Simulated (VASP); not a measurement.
# WSe2 (P-3m1) in VASP: further runs

The runs below take WSe2 through single point, with PBEsol.

Everything below comes from runs of VASP 6.6.1. Logs are shortened: lines on timing, memory, paths and dates and some standing lists are left out, and cuts for length are marked.

### Step 1. The cell of the first run

Symmetry: P-3m1, No. 164, trigonal system. Conventional cell: a = 3.315 Å, b = 3.315 Å, c = 6.519 Å, α = 90.00°, β = 90.00°, γ = 120.00°. W (site symmetry -3m) has 6 Se at 2.54 Å and 6 W at 3.32 Å within 3.4 Å. Within 3.4 Å of Se (site symmetry 3m) lie 3 W at 2.54 Å and 6 Se at 3.32 Å.

### Step 2. Single point, PBEsol

The input, INCAR:

```
ALGO     = Normal         # electronic algorithm
EDIFF    = 1E-7           # SCF threshold, eV
ENCUT    = 520            # plane-wave cutoff, eV
GGA      = PS             # functional
ISIF     = 2              # what is computed and relaxed
ISMEAR   = -1             # smearing method
LASPH    = T              # aspherical terms in the spheres
LCHARG   = F              # write CHGCAR
LREAL    = F              # projectors in reciprocal space
LWAVE    = F              # write WAVECAR
NBANDS   = 20             # bands
NELM     = 60             # most SCF steps
PREC     = Accurate       # precision mode
SIGMA    = 0.02           # smearing width, eV
```

The input, KPOINTS:

```
k-points
0
Gamma
  4 4 4
```

The input, POSCAR:

```
WSe2
1.0
    3.3153441817      0.0000000000      0.0000000000
   -1.6576720909      2.8711722836      0.0000000000
    0.0000000000      0.0000000000      6.5191987047
W Se
1 2
Direct
    0.0000000000      0.0000000000      0.0000000000
    0.3333333333      0.6666666667      0.2571683813
    0.6666666667      0.3333333333      0.7428316187
```

Potentials or basis: VASP PAW PBE potentials, release 64 (W_sv, Se).

Launch:

```console
$ cat potpaw_PBE.64/W_sv/POTCAR potpaw_PBE.64/Se/POTCAR > POTCAR
$ mpirun -np 1 vasp_std > vasp.out
```

OUTCAR:

```text
EDIFF = 1E-7
   ENCUT = 520
   GGA = PS
   ISIF = 2
   ISMEAR = -1
   LASPH = T
   LREAL = F
   NELM = 60
   PREC = Accurate

 ion  position               nearest neighbor table
   1  0.000  0.000  0.000-   2 2.54   3 2.54   2 2.54   3 2.54   3 2.54   2 2.54
   2  0.333  0.667  0.257-   1 2.54   1 2.54   1 2.54
   3  0.667  0.333  0.743-   1 2.54   1 2.54   1 2.54

  LATTYP: Found a hexagonal cell.
 ALAT       =     3.3153441817
 C/A-ratio  =     1.9663716186

  Lattice vectors:

 A1 = (   3.3153441817,   0.0000000000,   0.0000000000)
 A2 = (  -1.6576720909,   2.8711722836,   0.0000000000)
 A3 = (   0.0000000000,   0.0000000000,   6.5191987047)

Analysis of symmetry for initial positions (statically):
=====================================================================
 Subroutine PRICEL returns:
 Original cell was already a primitive cell.

 Routine SETGRP: Setting up the symmetry group for a
 hexagonal supercell.

 Subroutine GETGRP returns: Found 12 space group operations
 (whereof 12 operations were pure point group operations)
 out of a pool of 24 trial point group operations.

The static configuration has the point symmetry D_3d.

Analysis of symmetry for dynamics (positions and initial velocities):
=====================================================================
 Subroutine PRICEL returns:
 Original cell was already a primitive cell.

 Routine SETGRP: Setting up the symmetry group for a
 hexagonal supercell.

 Subroutine GETGRP returns: Found 12 space group operations
 (whereof 12 operations were pure point group operations)
 out of a pool of 24 trial point group operations.

The dynamic configuration has the point symmetry D_3d.

 Subroutine INISYM returns: Found 12 space group operations
 (whereof 12 operations are pure point group operations),
 and found     1 'primitive' translations

----------------------------------------------------------------------------------------

                                     Primitive cell

  volume of cell :      62.0558

  direct lattice vectors                    reciprocal lattice vectors
     3.315344182  0.000000000  0.000000000     0.301627809  0.174144896  0.000000000
    -1.657672091  2.871172284  0.000000000     0.000000000  0.348289793  0.000000000
     0.000000000  0.000000000  6.519198705     0.000000000  0.000000000  0.153393085

  length of vectors
     3.315344182  3.315344182  6.519198705     0.348289793  0.348289793  0.153393085

  position of ions in fractional coordinates (direct lattice)
     0.000000000  0.000000000  0.000000000
     0.333333333  0.666666667  0.257168381
     0.666666667  0.333333333  0.742831619

  ion indices of the primitive-cell ions
   primitive index   ion index
                 1           1
                 2           2
                 3           3

----------------------------------------------------------------------------------------

 KPOINTS: k-points

Automatic generation of k-mesh.
 Grid dimensions read from file:
 generate k-points for:    4    4    4

 Generating k-lattice:

  Cartesian coordinates                     Fractional coordinates (reciprocal lattice)
     0.075406952  0.043536224  0.000000000     0.250000000  0.000000000  0.000000000
     0.000000000  0.087072448  0.000000000     0.000000000  0.250000000  0.000000000
     0.000000000  0.000000000  0.038348271     0.000000000  0.000000000  0.250000000

  Length of vectors
     0.087072448  0.087072448  0.038348271

  Shift w.r.t. Gamma in fractional coordinates (k-lattice)
     0.000000000  0.000000000  0.000000000

 Subroutine IBZKPT returns following result:
 ===========================================

 Found     13 irreducible k-points:

 Following reciprocal coordinates:
            Coordinates               Weight
  0.000000  0.000000  0.000000      1.000000
  0.250000  0.000000  0.000000      6.000000
  0.500000  0.000000  0.000000      3.000000
  0.250000  0.250000  0.000000      6.000000
  0.000000  0.000000  0.250000      2.000000
  0.250000  0.000000  0.250000      6.000000
  0.000000  0.250000  0.250000      6.000000
  0.500000  0.000000  0.250000      6.000000
  0.250000  0.250000  0.250000     12.000000
  0.000000  0.000000  0.500000      1.000000
  0.250000  0.000000  0.500000      6.000000
  0.500000  0.000000  0.500000      3.000000
  0.250000  0.250000  0.500000      6.000000
   k-points           NKPTS =     13   k-points in BZ     NKDIM =     13   number of bands    NBANDS=     20
   number of dos      NEDOS =    301   number of ions     NIONS =      3
   total plane-waves  NPLWV =  37632
   dimension x,y,z NGX =    28 NGY =   28 NGZ =   48
   dimension x,y,z NGXF=    56 NGYF=   56 NGZF=   96
   ions per type =               1   2
   NGX,Y,Z   is equivalent  to a cutoff of  14.04, 14.04, 12.24 a.u.
   NGXF,Y,Z  is equivalent  to a cutoff of  28.08, 28.08, 24.48 a.u.
 SYSTEM =  unknown system
   PREC   = accura    normal or accurate (medium, high low for compatibility)
   ISTART =      0    job   : 0-new  1-cont  2-samecut
   ICHARG =      2    charge: 1-file 2-atom 10-const
   ISPIN  =      1    spin polarized calculation?
   LNONCOLLINEAR =      F non collinear calculations
   LSORBIT =      F    spin-orbit coupling
   LASPH  =      T    aspherical Exc in radial PAW
   ENCUT  =  520.0 eV  38.22 Ry    6.18 a.u.   6.16  6.16 12.12*2*pi/ulx,y,z
   NELM   =     60;   NELMIN=  2; NELMDL= -5     # of ELM steps
   EDIFF  = 0.1E-06   stopping-criterion for ELM
   LREAL  =      F    real-space projection
   EDIFFG = 0.1E-05   stopping-criterion for IOM
   NSW    =      0    number of steps for IOM
   IBRION =     -1    ionic relax: 0-MD 1-quasi-New 2-CG
   NFREE  =      0    steps in history (QN), initial steepest desc. (CG)
   ISIF   =      2    stress and relaxation
   ISYM   =      2    0-nonsym 1-usesym 2-fastsym
   POTIM  = 0.5000    time-step for ionic-motion
   TEBEG  =    0.0;   TEEND  =   0.0 temperature during run
   PSTRESS=    0.0 pullay stress
   NELECT =      26.0000    total number of electrons
   NUPDOWN=      -1.0000    fix difference up-down
   EMIN   =  10.00;   EMAX   =-10.00  energy-range for DOS
   EFERMI =   0.00;   METHOD = LEGACY
   ISMEAR =    -1;   SIGMA  =   0.02  broadening in eV -4-tet -1-fermi 0-gaus
   EFERMI_NEDOS =   21; number of points for ismear=-14 and -15
   IALGO  =     38    algorithm
   IMIX   =      4    mixing-type and parameters
     AMIX     =   0.40;   BMIX     =  1.00
     AMIX_MAG =   1.60;   BMIX_MAG =  1.00
  volume/ion in A,a.u.               =      20.69       139.59
  Fermi-wavevector in a.u.,A,eV,Ry     =   1.225007  2.314928 20.417477  1.500642
  Thomas-Fermi vector in A             =   2.360061
   LORBIT       =      0    0 simple, 1 ext, 2 COOP (PROOUT), +10 PAW based schemes
   GGA     = PS    functional components
   LHFCALC =     F    Hartree Fock is set to
   AEXX    =    0.0000 exact exchange contribution
   IVDW    =     0    specifies the selected vdW correction
   LEPSILON=     F    determine dielectric tensor
   LRPA    =     F    only Hartree local field effects (RPA)
 non-spin polarized calculation
  energy-cutoff  :      520.00
  volume of cell :       62.06
 maximum number of plane-waves:      1684
 NGX is ok and might be reduce to    28
   NGX = 13   NGY = 13   NGZ = 25

 number of electron      26.0000001 magnetization

 Free energy of the ion-electron system (eV)
  ---------------------------------------------------
  ext. energy  EPLUGINS =         0.00000000
  ---------------------------------------------------
  free energy    TOTEN  =       -22.34853194 eV

  energy without entropy =      -22.34431929  energy(sigma->0) =      -22.34642561

 E-fermi :   6.3767     XC(G=0): -10.8129

 val. band max:        6.3532083276   @ k =   0.2500   0.2500   0.5000
 cond. band min:       6.3794735818   @ k =   0.0000   0.0000   0.5000
 fundamental gap:      0.0262652542
 Fermi energy:         6.3766577570

 k-point     1 :       0.0000    0.0000    0.0000
  band No.  band energies     occupation
      1     -68.3232      2.00000
      2     -32.5192      2.00000
      3     -32.4807      2.00000
      4     -32.4807      2.00000
      5      -9.2423      2.00000
      6      -7.7726      2.00000
[... 12 lines left out ...]
     19      11.9108      0.00000
     20      15.6961      0.00000

 k-point     2 :       0.2500    0.0000    0.0000
  band No.  band energies     occupation
      1     -68.3185      2.00000
      2     -32.5893      2.00000
      3     -32.5064      2.00000
      4     -32.4982      2.00000
      5      -8.3602      2.00000
      6      -7.4604      2.00000
[... 12 lines left out ...]
     19      13.3235      0.00000
     20      14.2608      0.00000

 k-point     3 :       0.5000    0.0000    0.0000
  band No.  band energies     occupation
      1     -68.3139      2.00000
      2     -32.6958      2.00000
      3     -32.5319      2.00000
      4     -32.4772      2.00000
      5      -7.3258      2.00000
      6      -6.8726      2.00000
[... 12 lines left out ...]
     19      12.3776      0.00000
     20      13.9724      0.00000

 k-point     4 :       0.2500    0.2500    0.0000
  band No.  band energies     occupation
      1     -68.3139      2.00000
      2     -32.6552      2.00000
      3     -32.5734      2.00000
      4     -32.4772      2.00000
      5      -7.1864      2.00000
      6      -7.0638      2.00000
[... 12 lines left out ...]
     19      13.6169      0.00000
     20      14.7955      0.00000

 k-point     5 :       0.0000    0.0000    0.2500
  band No.  band energies     occupation
      1     -68.3232      2.00000
      2     -32.5192      2.00000
      3     -32.4807      2.00000
      4     -32.4807      2.00000
      5      -9.1393      2.00000
      6      -7.9511      2.00000
[... 12 lines left out ...]
     19      12.0912      0.00000
     20      15.7565      0.00000

 k-point     6 :       0.2500    0.0000    0.2500
  band No.  band energies     occupation
      1     -68.3185      2.00000
      2     -32.5893      2.00000
      3     -32.5064      2.00000
      4     -32.4982      2.00000
      5      -8.2475      2.00000
      6      -7.6143      2.00000
[... 12 lines left out ...]
     19      13.4018      0.00000
     20      14.4819      0.00000

 k-point     7 :       0.0000    0.2500    0.2500
  band No.  band energies     occupation
      1     -68.3185      2.00000
      2     -32.5893      2.00000
      3     -32.5064      2.00000
      4     -32.4982      2.00000
      5      -8.2945      2.00000
      6      -7.5476      2.00000
[... 12 lines left out ...]
     19      12.8588      0.00000
     20      15.1693      0.00000

 k-point     8 :       0.5000    0.0000    0.2500
  band No.  band energies     occupation
      1     -68.3139      2.00000
      2     -32.6958      2.00000
      3     -32.5319      2.00000
      4     -32.4772      2.00000
      5      -7.3752      2.00000
      6      -6.8075      2.00000
[... 12 lines left out ...]
     19      11.3691      0.00000
     20      13.0746      0.00000

 k-point     9 :       0.2500    0.2500    0.2500
  band No.  band energies     occupation
      1     -68.3139      2.00000
      2     -32.6552      2.00000
      3     -32.5734      2.00000
      4     -32.4772      2.00000
      5      -7.1916      2.00000
      6      -7.0572      2.00000
[... 12 lines left out ...]
     19      12.6728      0.00000
     20      14.5425      0.00000

 k-point    10 :       0.0000    0.0000    0.5000
  band No.  band energies     occupation
      1     -68.3232      2.00000
      2     -32.5192      2.00000
      3     -32.4807      2.00000
      4     -32.4807      2.00000
      5      -8.9998      2.00000
      6      -8.1622      2.00000
[... 12 lines left out ...]
     19      12.7748      0.00000
     20      15.0535      0.00000

 k-point    11 :       0.2500    0.0000    0.5000
  band No.  band energies     occupation
      1     -68.3185      2.00000
      2     -32.5893      2.00000
      3     -32.5064      2.00000
      4     -32.4982      2.00000
      5      -8.1383      2.00000
      6      -7.7444      2.00000
[... 12 lines left out ...]
     19      12.9377      0.00000
     20      14.9297      0.00000

 k-point    12 :       0.5000    0.0000    0.5000
  band No.  band energies     occupation
      1     -68.3139      2.00000
      2     -32.6958      2.00000
      3     -32.5319      2.00000
      4     -32.4772      2.00000
      5      -7.4154      2.00000
      6      -6.7513      2.00000
[... 12 lines left out ...]
     19      11.3446      0.00000
     20      12.1584      0.00000

 k-point    13 :       0.2500    0.2500    0.5000
  band No.  band energies     occupation
      1     -68.3139      2.00000
      2     -32.6552      2.00000
      3     -32.5734      2.00000
      4     -32.4772      2.00000
      5      -7.1964      2.00000
      6      -7.0511      2.00000
[... 12 lines left out ...]
     19      13.5283      0.00000
     20      13.5611      0.00000

------------------------ aborting loop because EDIFF is reached ----------------------------------------

  FORCE on cell =-STRESS in cart. coord.  units (eV):
  Direction    XX          YY          ZZ          XY          YZ          ZX
  --------------------------------------------------------------------------------------
  -------------------------------------------------------------------------------------
  Total       -0.8332272     -0.8332272     -0.0321459      0.0000000      0.0000000      0.0000000
  in kB      -21.5125519    -21.5125519     -0.8299532      0.0000000      0.0000000      0.0000000
  external PRESSURE =     -14.6183523 kB  Pullay stress =       0.0000000 kB

 VOLUME and BASIS-vectors are now :
 -----------------------------------------------------------------------------
  energy-cutoff  :      520.00
  volume of cell :       62.06
      direct lattice vectors                 reciprocal lattice vectors
     3.315344182  0.000000000  0.000000000     0.301627809  0.174144896  0.000000000
    -1.657672091  2.871172284  0.000000000     0.000000000  0.348289793  0.000000000
     0.000000000  0.000000000  6.519198705     0.000000000  0.000000000  0.153393085

 POSITION                                       TOTAL-FORCE (eV/Angst)
 -----------------------------------------------------------------------------------
      0.00000      0.00000      0.00000        -0.000000      0.000000      0.000000
     -0.00000      1.91411      1.67653         0.000000      0.000000      0.191656
      1.65767      0.95706      4.84267         0.000000     -0.000000     -0.191656
 -----------------------------------------------------------------------------------
    total drift:                                0.000000      0.000000     -0.000000

  FREE ENERGIE OF THE ION-ELECTRON SYSTEM (eV)
  ---------------------------------------------------
  free  energy   TOTEN  =       -22.3485319399 eV

  energy  without entropy=      -22.3443192890  energy(sigma->0) =      -22.34642561
```

Wall time 35 s (1 thread of Intel Xeon 8259CL, shared host); peak memory 0.19 GiB.

What came out:

```yaml
Free_energy: -22.3485 eV
Pressure: -1.5 GPa
Largest_force: 0.192 eV/Å
Band_gap_on_the_k_mesh: zero (band 13 reaches 6.43 eV, above the bottom of band 14 at 6.35 eV)
```

Forces in eV/Å, atoms in the order of the input:
```
W    0.000  0.000  0.000
Se   0.000  0.000  0.192
Se   0.000  0.000 -0.192
```

Caveat: the k points lie up to 0.55 Å⁻¹ apart; the PAW data sets were made with another functional, which shifts forces and pressure a little; spin-orbit coupling is left out, which moves the levels of the heavy elements; this functional lacks dispersion, which binds the layers, so the pressure and a relaxed spacing across them are unreliable.

### Step 3. Single point, PBEsol

The input, INCAR:

```
SYSTEM = WSe2
ALGO = Normal
EDIFF = 1E-6
ENCUT = 520
GGA = PS
ISIF = 2
ISMEAR = -1
LASPH = .True.
LCHARG = .True.
LELF = .True.
LREAL = .False.
LVHAR = .True.
LWAVE = .False.
NBANDS = 20
NELM = 60
PREC = Accurate
SIGMA = 0.02
```

The input, KPOINTS:

```
k-points
0
Gamma
  6 6 4
  0 0 0
```

POSCAR is that of step 2.

Potentials or basis: VASP PAW PBE potentials, release 64 (W_sv, Se).

Launch:

```console
$ cat potpaw_PBE.64/W_sv/POTCAR potpaw_PBE.64/Se/POTCAR > POTCAR
$ mpirun -np 1 vasp_std > vasp.out
```

Run time: 55 s. Hardware: 1 thread of Intel Xeon 8259CL, shared host; peak memory 0.2 GiB.

It converged, with:

```yaml
Free_energy: -22.4977 eV
Pressure: -1.2 GPa
Largest_force: 0.101 eV/Å
Band_gap_on_the_k_mesh: zero (band 13 reaches 7.14 eV, above the bottom of band 14 at 6.35 eV)
```

Forces in eV/Å, atoms in the order of the input:
```
W    0.000  0.000  0.000
Se   0.000  0.000  0.101
Se   0.000  0.000 -0.101
```

Stress tensor (GPa, compression positive):
```
-2.48  0.00  0.00
 0.00 -2.48  0.00
 0.00  0.00  1.29
```

Levels at points of the mesh, in eV from the Fermi level:
```csv
k point,band 11,band 12,band 13,band 14,band 15,band 16
"(0.00, 0.00, 0.00)",-1.55,-0.75,-0.75,0.13,0.13,3.36
"(0.50, 0.00, 0.00)",-3.65,-1.98,-1.73,1.35,1.80,2.87
"(0.00, 0.00, 0.50)",-0.76,-0.76,-0.42,0.01,0.01,3.62
"(0.50, 0.00, 0.50)",-2.57,-2.43,-1.46,1.35,1.95,3.32
```

Caveat: the k points lie up to 0.36 Å⁻¹ apart; the PAW data sets were made with another functional, which shifts forces and pressure a little; spin-orbit coupling is left out, which moves the levels of the heavy elements; this functional lacks dispersion, which binds the layers, so the pressure and a relaxed spacing across them are unreliable.
